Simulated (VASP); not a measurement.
# Sb (R-3m) in VASP: notebook

Sb is run at these levels: r2SCAN; tasks: single point.

Program: VASP 6.6.1. These are calculated values, not measurements. Logs are shortened: lines on timing, memory, paths and dates and some standing lists are left out, and cuts for length are marked.

## Step 1: The cell of the first run

It takes space group R-3m (No. 166, trigonal). Conventional cell: a = 4.351 Å, b = 4.351 Å, c = 11.901 Å, α = 90.00°, β = 90.00°, γ = 120.00°. Within 3.9 Å of Sb (site symmetry 3m) lie 6 Sb at 2.93 to 3.52 Å.

## Step 2: Single point, r2SCAN (32.52 Å³/atom)

File POSCAR:

```
Sb
1.0
    2.1755210196      1.2560376463      3.9671568213
   -2.1755210196      1.2560376463      3.9671568213
    0.0000000000     -2.5120752926      3.9671568213
Sb
2
Direct
    0.2297408714      0.2297408714      0.2297408714
    0.7702591286      0.7702591286      0.7702591286
```

File INCAR.step1:

```
SYSTEM = Sb
  PREC = Accurate
  ENCUT = 520
  ISMEAR = 0
  SIGMA = 0.1
  LREAL = .FALSE.
  LASPH = .TRUE.
  NELM = 60
  NBANDS = 12
  GGA = PE
  ALGO = Normal
  EDIFF = 1E-4
  LWAVE = .TRUE.
  LCHARG = .FALSE.
```

File INCAR.step2:

```
SYSTEM = Sb
  PREC = Accurate
  ENCUT = 520
  EDIFF = 1E-6
  ISMEAR = 0
  SIGMA = 0.1
  LREAL = .FALSE.
  LASPH = .TRUE.
  NELM = 60
  ALGO = Normal
  ISIF = 2
  LWAVE = .FALSE.
  LCHARG = .FALSE.
  METAGGA = R2SCAN
  LMIXTAU = .TRUE.
  NBANDS = 12
  ISTART = 1
```

File KPOINTS:

```
regular mesh
0
G
  12 12 12
  0 0 0
```

Potentials or basis: VASP PAW PBE potentials, release 64 (Sb).

Launch:

```sh
> cat potpaw_PBE.64/Sb/POTCAR > POTCAR
> cp INCAR.step1 INCAR
> mpirun -np 1 vasp_std > vasp.out
> cp INCAR.step2 INCAR
> mpirun -np 1 vasp_std > vasp.out
```

OUTCAR:

```text
SYSTEM = Sb
   PREC = Accurate
   ENCUT = 520
   EDIFF = 1E-6
   ISMEAR = 0
   LREAL = .FALSE.
   LASPH = .TRUE.
   NELM = 60
   ISIF = 2
   METAGGA = R2SCAN
   ISTART = 1

 ion  position               nearest neighbor table
   1  0.230  0.230  0.230-   2 2.93   2 2.93   2 2.93   2 3.52   2 3.52   2 3.52
   2  0.770  0.770  0.770-   1 2.93   1 2.93   1 2.93   1 3.52   1 3.52   1 3.52

  LATTYP: Found a trigonal (rhomboedric) cell.
 ALAT       =     4.6956208876
 COS(alpha) =     0.5706904876

  Lattice vectors:

 A1 = (   2.1755210196,   1.2560376463,   3.9671568213)
 A2 = (  -2.1755210196,   1.2560376463,   3.9671568213)
 A3 = (   0.0000000000,  -2.5120752926,   3.9671568213)

Analysis of symmetry for initial positions (statically):
=====================================================================
 Subroutine PRICEL returns:
 Original cell was already a primitive cell.

 Routine SETGRP: Setting up the symmetry group for a
 trigonal (rhombohedral) supercell.

 Subroutine GETGRP returns: Found 12 space group operations
 (whereof 12 operations were pure point group operations)
 out of a pool of 12 trial point group operations.

The static configuration has the point symmetry D_3d.

Analysis of symmetry for dynamics (positions and initial velocities):
=====================================================================
 Subroutine PRICEL returns:
 Original cell was already a primitive cell.

 Routine SETGRP: Setting up the symmetry group for a
 trigonal (rhombohedral) supercell.

 Subroutine GETGRP returns: Found 12 space group operations
 (whereof 12 operations were pure point group operations)
 out of a pool of 12 trial point group operations.

The dynamic configuration has the point symmetry D_3d.

 Subroutine INISYM returns: Found 12 space group operations
 (whereof 12 operations are pure point group operations),
 and found     1 'primitive' translations

----------------------------------------------------------------------------------------

                                     Primitive cell

  volume of cell :      65.0424

  direct lattice vectors                    reciprocal lattice vectors
     2.175521020  1.256037646  3.967156821     0.229830002  0.132692413  0.084023231
    -2.175521020  1.256037646  3.967156821    -0.229830002  0.132692413  0.084023231
     0.000000000 -2.512075293  3.967156821     0.000000000 -0.265384827  0.084023231

  length of vectors
     4.695620888  4.695620888  4.695620888     0.278368478  0.278368478  0.278368478

  position of ions in fractional coordinates (direct lattice)
     0.229740871  0.229740871  0.229740871
     0.770259129  0.770259129  0.770259129

  ion indices of the primitive-cell ions
   primitive index   ion index
                 1           1
                 2           2

----------------------------------------------------------------------------------------

 KPOINTS: regular mesh

Automatic generation of k-mesh.
 Grid dimensions read from file:
 generate k-points for:   12   12   12

 Generating k-lattice:

  Cartesian coordinates                     Fractional coordinates (reciprocal lattice)
     0.019152500  0.011057701  0.007001936     0.083333333  0.000000000 -0.000000000
    -0.019152500  0.011057701  0.007001936     0.000000000  0.083333333 -0.000000000
     0.000000000 -0.022115402  0.007001936    -0.000000000 -0.000000000  0.083333333

  Length of vectors
     0.023197373  0.023197373  0.023197373

  Shift w.r.t. Gamma in fractional coordinates (k-lattice)
     0.000000000  0.000000000  0.000000000

 Subroutine IBZKPT returns following result:
 ===========================================

 Found    189 irreducible k-points:

 Following reciprocal coordinates:
            Coordinates               Weight
  0.000000  0.000000  0.000000      1.000000
  0.083333  0.000000 -0.000000      6.000000
  0.166667  0.000000  0.000000      6.000000
  0.250000  0.000000 -0.000000      6.000000
  0.333333 -0.000000  0.000000      6.000000
  0.416667  0.000000  0.000000      6.000000
[... 16 lines left out ...]
  0.500000  0.166667 -0.000000     12.000000
 -0.416667  0.166667  0.000000     12.000000
 [... further k-points ...]
   k-points           NKPTS =    189   k-points in BZ     NKDIM =    189   number of bands    NBANDS=     12
   number of dos      NEDOS =    301   number of ions     NIONS =      2
   total plane-waves  NPLWV =  46656
   dimension x,y,z NGX =    36 NGY =   36 NGZ =   36
   dimension x,y,z NGXF=    72 NGYF=   72 NGZF=   72
   ions per type =               2
   NGX,Y,Z   is equivalent  to a cutoff of  12.75, 12.75, 12.75 a.u.
   NGXF,Y,Z  is equivalent  to a cutoff of  25.49, 25.49, 25.49 a.u.
 SYSTEM =  Sb
   PREC   = accura    normal or accurate (medium, high low for compatibility)
   ISTART =      1    job   : 0-new  1-cont  2-samecut
   ICHARG =      0    charge: 1-file 2-atom 10-const
   ISPIN  =      1    spin polarized calculation?
   LNONCOLLINEAR =      F non collinear calculations
   LSORBIT =      F    spin-orbit coupling
   LASPH  =      T    aspherical Exc in radial PAW
   ENCUT  =  520.0 eV  38.22 Ry    6.18 a.u.   8.73  8.73  8.73*2*pi/ulx,y,z
   NELM   =     60;   NELMIN=  2; NELMDL=  0     # of ELM steps
   EDIFF  = 0.1E-05   stopping-criterion for ELM
   LREAL  =      F    real-space projection
   EDIFFG = 0.1E-04   stopping-criterion for IOM
   NSW    =      0    number of steps for IOM
   IBRION =     -1    ionic relax: 0-MD 1-quasi-New 2-CG
   NFREE  =      0    steps in history (QN), initial steepest desc. (CG)
   ISIF   =      2    stress and relaxation
   ISYM   =      2    0-nonsym 1-usesym 2-fastsym
   POTIM  = 0.5000    time-step for ionic-motion
   TEBEG  =    0.0;   TEEND  =   0.0 temperature during run
   PSTRESS=    0.0 pullay stress
   NELECT =      10.0000    total number of electrons
   NUPDOWN=      -1.0000    fix difference up-down
   EMIN   =  10.00;   EMAX   =-10.00  energy-range for DOS
   EFERMI =   0.00;   METHOD = LEGACY
   ISMEAR =     0;   SIGMA  =   0.10  broadening in eV -4-tet -1-fermi 0-gaus
   EFERMI_NEDOS =   21; number of points for ismear=-14 and -15
   IALGO  =     38    algorithm
   IMIX   =      4    mixing-type and parameters
     AMIX     =   0.40;   BMIX     =  1.00
     AMIX_MAG =   1.60;   BMIX_MAG =  1.00
  volume/ion in A,a.u.               =      32.52       219.46
  Fermi-wavevector in a.u.,A,eV,Ry     =   0.877020  1.657327 10.465104  0.769163
  Thomas-Fermi vector in A             =   1.996910
   LORBIT       =      0    0 simple, 1 ext, 2 COOP (PROOUT), +10 PAW based schemes
   METAGGA = R2SCAN    functional components
   LHFCALC =     F    Hartree Fock is set to
   AEXX    =    0.0000 exact exchange contribution
   IVDW    =     0    specifies the selected vdW correction
   LEPSILON=     F    determine dielectric tensor
   LRPA    =     F    only Hartree local field effects (RPA)
 non-spin polarized calculation
 Gauss-broadening in eV      SIGMA  =   0.10
  energy-cutoff  :      520.00
  volume of cell :       65.04
 maximum number of plane-waves:      1768
   NGX = 17   NGY = 17   NGZ = 17

 number of electron      10.0000000 magnetization

 Free energy of the ion-electron system (eV)
  ---------------------------------------------------
  ext. energy  EPLUGINS =         0.00000000
  ---------------------------------------------------
  free energy    TOTEN  =       -51.38755747 eV

  energy without entropy =      -51.38682378  energy(sigma->0) =      -51.38719062

 E-fermi :   6.4275     XC(G=0):  -9.6333

 val. band max:        6.4206380284   @ k =   0.4167   0.3333   0.3333
 cond. band min:       6.4430162699   @ k =   0.4167   0.0833   0.0833
 fundamental gap:      0.0223782415
 Fermi energy:         6.4275047136

 k-point     1 :       0.0000    0.0000    0.0000
  band No.  band energies     occupation
      1      -6.5215      2.00000
      2       1.1507      2.00000
      3       4.1497      2.00000
      4       4.5419      2.00000
      5       4.5419      2.00000
      6       8.1171      0.00000
      7       8.9131      0.00000
      8       8.9131      0.00000
      9      12.1063      0.00000
     10      12.1063      0.00000
     11      12.3256      0.00000
     12      13.5855      0.00000

 k-point     2 :       0.0833    0.0000   -0.0000
  band No.  band energies     occupation
      1      -6.4451      2.00000
      2       0.8557      2.00000
      3       4.1922      2.00000
      4       4.5040      2.00000
      5       4.5734      2.00000
      6       8.1874      0.00000
      7       8.7346      0.00000
      8       8.8026      0.00000
      9      11.6606      0.00000
     10      12.0383      0.00000
     11      12.0634      0.00000
     12      14.1051      0.00000

 k-point     3 :       0.1667    0.0000    0.0000
  band No.  band energies     occupation
      1      -6.2171      2.00000
      2       0.1188      2.00000
      3       4.1634      2.00000
      4       4.4079      2.00000
      5       4.7850      2.00000
      6       8.0448      0.00000
      7       8.4063      0.00000
      8       8.4852      0.00000
      9      11.3420      0.00000
     10      11.8617      0.00000
     11      12.2688      0.00000
     12      15.2327      0.00000
[... 286 lines left out ...]
 k-point    23 :       0.5000    0.1667   -0.0000
  band No.  band energies     occupation
      1      -4.3646      2.00000
      2      -2.8794      2.00000
      3       2.7237      2.00000
      4       3.5662      2.00000
      5       4.5986      2.00000
      6       7.8670      0.00000
      7       8.0360      0.00000
      8       9.1371      0.00000
      9      12.3894      0.00000
     10      14.3383      0.00000
     11      15.0840      0.00000
     12      15.9496      0.00000

 k-point    24 :      -0.4167    0.1667    0.0000
  band No.  band energies     occupation
      1      -4.0791      2.00000
      2      -3.2234      2.00000
      3       2.5876      2.00000
      4       3.8728      2.00000
      5       4.6964      2.00000
      6       7.4192      0.00000
      7       7.6759      0.00000
      8       9.4074      0.00000
      9      13.0821      0.00000
     10      13.9188      0.00000
     11      14.4957      0.00000
     12      16.2361      0.00000

 [... further k-points ...]

------------------------ aborting loop because EDIFF is reached ----------------------------------------

  FORCE on cell =-STRESS in cart. coord.  units (eV):
  Direction    XX          YY          ZZ          XY          YZ          ZX
  --------------------------------------------------------------------------------------
  -------------------------------------------------------------------------------------
  Total       -0.2446478     -0.2446478     -0.2687708      0.0000000      0.0000000      0.0000000
  in kB       -6.0263639     -6.0263639     -6.6205817      0.0000000      0.0000000      0.0000000
  external PRESSURE =      -6.2244365 kB  Pullay stress =       0.0000000 kB

 VOLUME and BASIS-vectors are now :
 -----------------------------------------------------------------------------
  energy-cutoff  :      520.00
  volume of cell :       65.04
      direct lattice vectors                 reciprocal lattice vectors
     2.175521020  1.256037646  3.967156821     0.229830002  0.132692413  0.084023231
    -2.175521020  1.256037646  3.967156821    -0.229830002  0.132692413  0.084023231
     0.000000000 -2.512075293  3.967156821     0.000000000 -0.265384827  0.084023231

 POSITION                                       TOTAL-FORCE (eV/Angst)
 -----------------------------------------------------------------------------------
      0.00000      0.00000      2.73425         0.000000      0.000000      0.056447
      0.00000      0.00000      9.16722         0.000000     -0.000000     -0.056447
 -----------------------------------------------------------------------------------
    total drift:                               -0.000000      0.000000     -0.000000

  FREE ENERGIE OF THE ION-ELECTRON SYSTEM (eV)
  ---------------------------------------------------
  free  energy   TOTEN  =       -51.3875574663 eV

  energy  without entropy=      -51.3868237813  energy(sigma->0) =      -51.38719062
```

Wall time 3.1 min (1 thread of Intel Xeon 6975P-C (Granite Rapids), shared host); peak memory 0.3 GiB.

Results:

```yaml
Free_energy: -51.3876 eV
Pressure: -0.6 GPa
Largest_force: 0.056 eV/Å
Band_gap_on_the_k_mesh: zero (bands 5 and 6 overlap by 0.14 eV)
```

Forces in eV/Å, atoms in the order of the input:
```
Sb   0.000  0.000  0.056
Sb   0.000  0.000 -0.056
```

Levels at points of the mesh, in eV from the Fermi level:
| k point | band 3 | band 4 | band 5 | band 6 | band 7 | band 8 |
| --- | --- | --- | --- | --- | --- | --- |
| (0.00, 0.00, 0.00) | -2.28 | -1.89 | -1.89 | 1.69 | 2.49 | 2.49 |
| (0.50, 0.00, 0.00) | -2.33 | -2.30 | -0.40 | -0.15 | 0.32 | 0.90 |
| (0.50, 0.50, 0.00) | -5.21 | -3.72 | -3.63 | 1.66 | 4.67 | 5.71 |
| (0.50, 0.50, 0.50) | -1.50 | -1.50 | -0.44 | 0.43 | 0.43 | 1.37 |

Caveat: the PAW data sets were made with another functional, which shifts forces and pressure a little; spin-orbit coupling is left out, which moves the levels of the heavy elements.

## Step 3: Single point, r2SCAN (33.47 Å³/atom)

This run uses another cell than the first one, of 33.47 Å³/atom.

File POSCAR:

```
Sb
1.0
    2.1780028211      1.2574705151      4.0734060172
   -2.1780028211      1.2574705151      4.0734060172
    0.0000000000     -2.5149410301      4.0734060172
Sb
2
Direct
    0.2281143499      0.2281143499      0.2281143499
    0.7718856501      0.7718856501      0.7718856501
```

File INCAR.step1:

```
SYSTEM = Sb
  PREC = Accurate
  ENCUT = 520
  ISMEAR = 0
  SIGMA = 0.1
  LREAL = .False.
  LASPH = .True.
  NELM = 80
  NBANDS = 12
  GGA = PE
  ALGO = Normal
  EDIFF = 1E-4
  LWAVE = .True.
  LCHARG = .False.
```

File INCAR.step2:

```
SYSTEM = Sb
  PREC = Accurate
  ENCUT = 520
  EDIFF = 1E-6
  ISMEAR = 0
  SIGMA = 0.1
  LREAL = .False.
  LASPH = .True.
  NELM = 80
  ALGO = Normal
  ISIF = 2
  LWAVE = .False.
  LCHARG = .False.
  METAGGA = R2SCAN
  LMIXTAU = .True.
  NBANDS = 12
  ISTART = 1
```

File KPOINTS:

```
Automatic mesh
0
Gamma
  12 12 12
  0 0 0
```

Potentials or basis: VASP PAW PBE potentials, release 64 (Sb).

Launch:

```sh
> cat potpaw_PBE.64/Sb/POTCAR > POTCAR
> cp INCAR.step1 INCAR
> mpirun -np 1 vasp_std > vasp.out
> cp INCAR.step2 INCAR
> mpirun -np 1 vasp_std > vasp.out
```

It took 3.1 min on 1 thread of Intel Xeon 6975P-C (Granite Rapids), shared host; peak memory 0.3 GiB.

It converged, with:

| Property | Result |
| --- | --- |
| Free energy | -51.3746 eV |
| Pressure | -1.1 GPa |
| Largest force | 0.053 eV/Å |
| Band gap on the k mesh | zero (bands 5 and 6 overlap by 0.17 eV) |

Forces on the atoms (eV/Å):
```
Sb   0.000  0.000  0.053
Sb   0.000  0.000 -0.053
```

Levels at points of the mesh, in eV from the Fermi level:
```
           k point  band 1  band 2  band 3  band 4  band 5  band 6  band 7  band 8  band 9  band 10
(0.00, 0.00, 0.00)  -12.84   -5.48   -2.31   -1.84   -1.84    1.50    2.36    2.36    5.80     5.80
(0.50, 0.00, 0.00)  -10.66   -9.63   -2.47   -2.41   -0.49   -0.17    0.34    1.07    7.35     7.49
(0.50, 0.50, 0.00)  -10.68   -8.53   -5.03   -3.63   -3.52    1.60    4.45    5.66    6.14     8.73
(0.50, 0.50, 0.50)  -11.84   -8.71   -1.51   -1.51   -0.46    0.58    0.58    1.38    6.71     8.47
```

Caveat: the PAW data sets were made with another functional, which shifts forces and pressure a little; spin-orbit coupling is left out, which moves the levels of the heavy elements.

The gap in the log of VASP goes by the Fermi energy; the results here count the filled bands.